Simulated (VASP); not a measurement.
# Ge5I3 (Cmmm) in VASP: single point with PBE

Aim: the single point of Ge5I3 with PBE.

Everything below comes from runs of VASP 6.6.1. Logs are shortened: lines on timing, memory, paths and dates and some standing lists are left out, and cuts for length are marked.

**1. The cell of the first run**

Symmetry: Cmmm, No. 65, orthorhombic system. The conventional cell has a = 7.785 Å, b = 10.432 Å, c = 5.251 Å, α = 90.00°, β = 90.00°, γ = 90.00°. Ge (site symmetry mmm) has 8 Ge at 2.94 to 3.25 Å and 6 I at 3.78 to 3.89 Å within 3.9 Å. Within 4.3 Å of Ge (site symmetry 2/m) lie 8 Ge at 3.25 to 3.89 Å and 6 I at 3.25 to 3.27 Å. Within 3.5 Å of Ge (site symmetry 2mm) lie 3 Ge at 2.67 to 2.94 Å and 2 I at 3.03 Å. I (site symmetry mmm) has 10 Ge at 3.25 to 3.89 Å and 4 I at 3.62 Å within 4.3 Å. I (site symmetry m2m) has 10 Ge at 3.03 to 3.78 Å and 4 I at 3.62 to 3.90 Å within 4.0 Å.

**2. Single point, PBE**

INCAR reads:

```
SYSTEM = Ge5I3
  ALGO = Normal
  EDIFF = 1E-6
  ENCUT = 520
  GGA = PE
  ISIF = 2
  ISMEAR = 0
  LASPH = .True.
  LCHARG = .False.
  LREAL = .False.
  LWAVE = .False.
  NBANDS = 56
  NELM = 100
  PREC = Accurate
  SIGMA = 0.1
```

KPOINTS reads:

```
k-points
0
Gamma
  6 6 8
  0 0 0
```

POSCAR reads:

```
Ge5I3
1.0
    3.8923057855     -5.2160485029      0.0000000000
    3.8923057855      5.2160485029      0.0000000000
    0.0000000000      0.0000000000      5.2508642079
Ge I
5 3
Direct
    0.5000000000      0.5000000000      0.0000000000
    0.5000000000      0.0000000000      0.0000000000
    0.0000000000      0.5000000000      0.0000000000
    0.3287766233      0.3287766233      0.5000000000
    0.6712233767      0.6712233767      0.5000000000
    0.0000000000      0.0000000000      0.0000000000
    0.2393960101      0.7606039899      0.5000000000
    0.7606039899      0.2393960101      0.5000000000
```

Potentials or basis: VASP PAW PBE potentials, release 64 (Ge_d, I).

Started as:

```console
$ cat potpaw_PBE.64/Ge_d/POTCAR potpaw_PBE.64/I/POTCAR > POTCAR
$ mpirun -np 1 vasp_std > vasp.out
```

OUTCAR:

```text
SYSTEM = Ge5I3
   EDIFF = 1E-6
   ENCUT = 520
   GGA = PE
   ISIF = 2
   ISMEAR = 0
   LASPH = .True.
   LREAL = .False.
   NELM = 100
   PREC = Accurate

 ion  position               nearest neighbor table
   1  0.500  0.500  0.000-
   2  0.500  0.000  0.000-
   3  0.000  0.500  0.000-
   4  0.329  0.329  0.500-   5 2.67   7 3.03   8 3.03
   5  0.671  0.671  0.500-   4 2.67   7 3.03   8 3.03
   6  0.000  0.000  0.000-
   7  0.239  0.761  0.500-   4 3.03   5 3.03
   8  0.761  0.239  0.500-   4 3.03   5 3.03

  LATTYP: Found a base centered orthorhombic cell.
 ALAT       =     7.7846115710
 B/A-ratio  =     1.3400921691
 C/A-ratio  =     0.6745184599

  Lattice vectors:

 A1 = (   3.8923057855,  -5.2160485029,   0.0000000000)
 A2 = (   3.8923057855,   5.2160485029,   0.0000000000)
 A3 = (   0.0000000000,   0.0000000000,   5.2508642079)

Analysis of symmetry for initial positions (statically):
=====================================================================
 Subroutine PRICEL returns:
 Original cell was already a primitive cell.

 Routine SETGRP: Setting up the symmetry group for a
 base centered orthorhombic supercell.

 Subroutine GETGRP returns: Found  8 space group operations
 (whereof  8 operations were pure point group operations)
 out of a pool of  8 trial point group operations.

The static configuration has the point symmetry D_2h.

Analysis of symmetry for dynamics (positions and initial velocities):
=====================================================================
 Subroutine PRICEL returns:
 Original cell was already a primitive cell.

 Routine SETGRP: Setting up the symmetry group for a
 base centered orthorhombic supercell.

 Subroutine GETGRP returns: Found  8 space group operations
 (whereof  8 operations were pure point group operations)
 out of a pool of  8 trial point group operations.

The dynamic configuration has the point symmetry D_2h.

 Subroutine INISYM returns: Found  8 space group operations
 (whereof  8 operations are pure point group operations),
 and found     1 'primitive' translations

----------------------------------------------------------------------------------------

                                     Primitive cell

  volume of cell :     213.2109

  direct lattice vectors                    reciprocal lattice vectors
     3.892305786 -5.216048503  0.000000000     0.128458561 -0.095858004  0.000000000
     3.892305786  5.216048503  0.000000000     0.128458561  0.095858004  0.000000000
     0.000000000  0.000000000  5.250864208     0.000000000  0.000000000  0.190444841

  length of vectors
     6.508241415  6.508241415  5.250864208     0.160282123  0.160282123  0.190444841

  position of ions in fractional coordinates (direct lattice)
     0.500000000  0.500000000  0.000000000
     0.500000000  0.000000000  0.000000000
     0.000000000  0.500000000  0.000000000
     0.328776623  0.328776623  0.500000000
     0.671223377  0.671223377  0.500000000
     0.000000000  0.000000000  0.000000000
     0.239396010  0.760603990  0.500000000
     0.760603990  0.239396010  0.500000000

  ion indices of the primitive-cell ions
   primitive index   ion index
                 1           1
                 2           2
                 3           3
                 4           4
                 5           5
                 6           6
                 7           7
                 8           8

----------------------------------------------------------------------------------------

 KPOINTS: k-points

Automatic generation of k-mesh.
 Grid dimensions read from file:
 generate k-points for:    6    6    8

 Generating k-lattice:

  Cartesian coordinates                     Fractional coordinates (reciprocal lattice)
     0.021409760 -0.015976334  0.000000000     0.166666667 -0.000000000  0.000000000
     0.021409760  0.015976334  0.000000000    -0.000000000  0.166666667  0.000000000
     0.000000000  0.000000000  0.023805605     0.000000000  0.000000000  0.125000000

  Length of vectors
     0.026713687  0.026713687  0.023805605

  Shift w.r.t. Gamma in fractional coordinates (k-lattice)
     0.000000000  0.000000000  0.000000000

 Subroutine IBZKPT returns following result:
 ===========================================

 Found     65 irreducible k-points:

 Following reciprocal coordinates:
            Coordinates               Weight
  0.000000  0.000000  0.000000      1.000000
  0.166667  0.000000  0.000000      4.000000
  0.333333  0.000000  0.000000      4.000000
  0.500000  0.000000  0.000000      2.000000
  0.166667  0.166667  0.000000      2.000000
  0.333333  0.166667  0.000000      4.000000
[... 16 lines left out ...]
  0.333333  0.333333  0.125000      4.000000
  0.500000  0.333333  0.125000      8.000000
 [... further k-points ...]
   k-points           NKPTS =     65   k-points in BZ     NKDIM =     65   number of bands    NBANDS=     56
   number of dos      NEDOS =    301   number of ions     NIONS =      8
   total plane-waves  NPLWV =  92160
   dimension x,y,z NGX =    48 NGY =   48 NGZ =   40
   dimension x,y,z NGXF=    96 NGYF=   96 NGZF=   80
   ions per type =               5   3
   NGX,Y,Z   is equivalent  to a cutoff of  12.26, 12.26, 12.66 a.u.
   NGXF,Y,Z  is equivalent  to a cutoff of  24.52, 24.52, 25.33 a.u.
 SYSTEM =  Ge5I3
   PREC   = accura    normal or accurate (medium, high low for compatibility)
   ISTART =      0    job   : 0-new  1-cont  2-samecut
   ICHARG =      2    charge: 1-file 2-atom 10-const
   ISPIN  =      1    spin polarized calculation?
   LNONCOLLINEAR =      F non collinear calculations
   LSORBIT =      F    spin-orbit coupling
   LASPH  =      T    aspherical Exc in radial PAW
   ENCUT  =  520.0 eV  38.22 Ry    6.18 a.u.  12.10 12.10  9.76*2*pi/ulx,y,z
   NELM   =    100;   NELMIN=  2; NELMDL= -5     # of ELM steps
   EDIFF  = 0.1E-05   stopping-criterion for ELM
   LREAL  =      F    real-space projection
   EDIFFG = 0.1E-04   stopping-criterion for IOM
   NSW    =      0    number of steps for IOM
   IBRION =     -1    ionic relax: 0-MD 1-quasi-New 2-CG
   NFREE  =      0    steps in history (QN), initial steepest desc. (CG)
   ISIF   =      2    stress and relaxation
   ISYM   =      2    0-nonsym 1-usesym 2-fastsym
   POTIM  = 0.5000    time-step for ionic-motion
   TEBEG  =    0.0;   TEEND  =   0.0 temperature during run
   PSTRESS=    0.0 pullay stress
   NELECT =      91.0000    total number of electrons
   NUPDOWN=      -1.0000    fix difference up-down
   EMIN   =  10.00;   EMAX   =-10.00  energy-range for DOS
   EFERMI =   0.00;   METHOD = LEGACY
   ISMEAR =     0;   SIGMA  =   0.10  broadening in eV -4-tet -1-fermi 0-gaus
   EFERMI_NEDOS =   21; number of points for ismear=-14 and -15
   IALGO  =     38    algorithm
   IMIX   =      4    mixing-type and parameters
     AMIX     =   0.40;   BMIX     =  1.00
     AMIX_MAG =   1.60;   BMIX_MAG =  1.00
  volume/ion in A,a.u.               =      26.65       179.85
  Fermi-wavevector in a.u.,A,eV,Ry     =   1.232591  2.329258 20.671053  1.519280
  Thomas-Fermi vector in A             =   2.367355
   LORBIT       =      0    0 simple, 1 ext, 2 COOP (PROOUT), +10 PAW based schemes
   GGA     = PE    functional components
   LHFCALC =     F    Hartree Fock is set to
   AEXX    =    0.0000 exact exchange contribution
   IVDW    =     0    specifies the selected vdW correction
   LEPSILON=     F    determine dielectric tensor
   LRPA    =     F    only Hartree local field effects (RPA)
 non-spin polarized calculation
 Gauss-broadening in eV      SIGMA  =   0.10
  energy-cutoff  :      520.00
  volume of cell :      213.21
 maximum number of plane-waves:      5780
   NGX = 25   NGY = 25   NGZ = 19

 number of electron      91.0000051 magnetization

 Free energy of the ion-electron system (eV)
  ---------------------------------------------------
  ext. energy  EPLUGINS =         0.00000000
  ---------------------------------------------------
  free energy    TOTEN  =       -24.11263860 eV

  energy without entropy =      -24.09545456  energy(sigma->0) =      -24.10404658

 E-fermi :   5.6537     XC(G=0):  -9.8740

 val. band max:        5.6369739384   @ k =  -0.1667   0.1667   0.1250
 cond. band min:       5.6695205346   @ k =   0.1667   0.1667   0.1250
 fundamental gap:      0.0325465962
 Fermi energy:         5.6537209799

 k-point     1 :       0.0000    0.0000    0.0000
  band No.  band energies     occupation
      1     -19.6940      2.00000
      2     -19.6934      2.00000
      3     -19.6919      2.00000
      4     -19.6911      2.00000
      5     -19.6178      2.00000
      6     -19.6146      2.00000
[... 48 lines left out ...]
     55       9.6159      0.00000
     56      10.0384      0.00000

 k-point     2 :       0.1667    0.0000    0.0000
  band No.  band energies     occupation
      1     -19.6938      2.00000
      2     -19.6933      2.00000
      3     -19.6920      2.00000
      4     -19.6913      2.00000
      5     -19.6175      2.00000
      6     -19.6145      2.00000
[... 48 lines left out ...]
     55       9.7468      0.00000
     56       9.7519      0.00000

 k-point     3 :       0.3333    0.0000    0.0000
  band No.  band energies     occupation
      1     -19.6932      2.00000
      2     -19.6930      2.00000
      3     -19.6922      2.00000
      4     -19.6918      2.00000
      5     -19.6166      2.00000
      6     -19.6143      2.00000
[... 1172 lines left out ...]
 k-point    23 :       0.3333    0.3333    0.1250
  band No.  band energies     occupation
      1     -19.6931      2.00000
      2     -19.6931      2.00000
      3     -19.6923      2.00000
      4     -19.6918      2.00000
      5     -19.6164      2.00000
      6     -19.6144      2.00000
[... 48 lines left out ...]
     55       8.7059      0.00000
     56       9.5163      0.00000

 k-point    24 :       0.5000    0.3333    0.1250
  band No.  band energies     occupation
      1     -19.6936      2.00000
      2     -19.6933      2.00000
      3     -19.6920      2.00000
      4     -19.6913      2.00000
      5     -19.6172      2.00000
      6     -19.6144      2.00000
[... 48 lines left out ...]
     55       8.6054      0.00000
     56       9.6268      0.00000

 [... further k-points ...]
[... 5 lines left out ...]
  --------------------------------------------------------------------------------------
  -------------------------------------------------------------------------------------
  Total        0.0248649     -0.0060197      0.0161521      0.0000000      0.0000000      0.0000000
  in kB        0.1868477     -0.0452353      0.1213750      0.0000000      0.0000000      0.0000000
  external PRESSURE =       0.0876625 kB  Pullay stress =       0.0000000 kB

 VOLUME and BASIS-vectors are now :
 -----------------------------------------------------------------------------
  energy-cutoff  :      520.00
  volume of cell :      213.21
      direct lattice vectors                 reciprocal lattice vectors
     3.892305786 -5.216048503  0.000000000     0.128458561 -0.095858004  0.000000000
     3.892305786  5.216048503  0.000000000     0.128458561  0.095858004  0.000000000
     0.000000000  0.000000000  5.250864208     0.000000000  0.000000000  0.190444841

 POSITION                                       TOTAL-FORCE (eV/Angst)
 -----------------------------------------------------------------------------------
      3.89231      0.00000      0.00000         0.000000      0.000000      0.000000
      1.94615     -2.60802      0.00000         0.000000      0.000000      0.000000
      1.94615      2.60802      0.00000         0.000000      0.000000      0.000000
      2.55940      0.00000      2.62543        -0.008156      0.000000      0.000000
      5.22521      0.00000      2.62543         0.008156      0.000000     -0.000000
      0.00000      0.00000      0.00000         0.000000      0.000000      0.000000
      3.89231      2.71865      2.62543         0.000000      0.003108      0.000000
      3.89231     -2.71865      2.62543         0.000000     -0.003108      0.000000
 -----------------------------------------------------------------------------------
    total drift:                                0.000000      0.000000      0.000000

  FREE ENERGIE OF THE ION-ELECTRON SYSTEM (eV)
  ---------------------------------------------------
  free  energy   TOTEN  =       -24.1126385976 eV

  energy  without entropy=      -24.0954545615  energy(sigma->0) =      -24.10404658
```

Wall time 6.8 min (1 thread of Intel Xeon Platinum 8488C (Sapphire Rapids), shared host); peak memory 0.67 GiB.

What came out:

| Property | Result |
| --- | --- |
| Free energy | -24.1126 eV |
| Pressure | 0.0 GPa |
| Largest force | 0.008 eV/Å |

Forces in eV/Å, atoms in the order of the input:
```
Ge   0.000  0.000  0.000
Ge   0.000  0.000  0.000
Ge   0.000  0.000  0.000
Ge  -0.008  0.000  0.000
Ge   0.008  0.000  0.000
I    0.000  0.000  0.000
I    0.000  0.003  0.000
I    0.000 -0.003  0.000
```

Levels at points of the mesh, in eV from the Fermi level:
```tsv
k point	band 43	band 44	band 45	band 46	band 47	band 48
(0.00, 0.00, 0.00)	-1.94	-1.68	-0.60	0.23	0.30	0.35
(0.50, 0.00, 0.00)	-1.47	-1.31	-0.57	0.16	0.31	0.96
(0.50, 0.50, 0.00)	-1.38	-1.29	-1.29	-0.97	-0.60	0.82
(0.00, 0.00, 0.50)	-0.95	-0.40	-0.08	0.53	1.40	2.41
(0.50, 0.00, 0.50)	-1.99	-1.28	-0.20	0.92	1.08	1.35
(0.50, 0.50, 0.50)	-0.33	-0.30	-0.28	-0.27	0.11	0.51
```

Caveat: spin-orbit coupling is left out, which moves the levels of the heavy elements; an odd number of electrons without spin polarisation forces a metal; a magnetic or distorted state may lie lower.
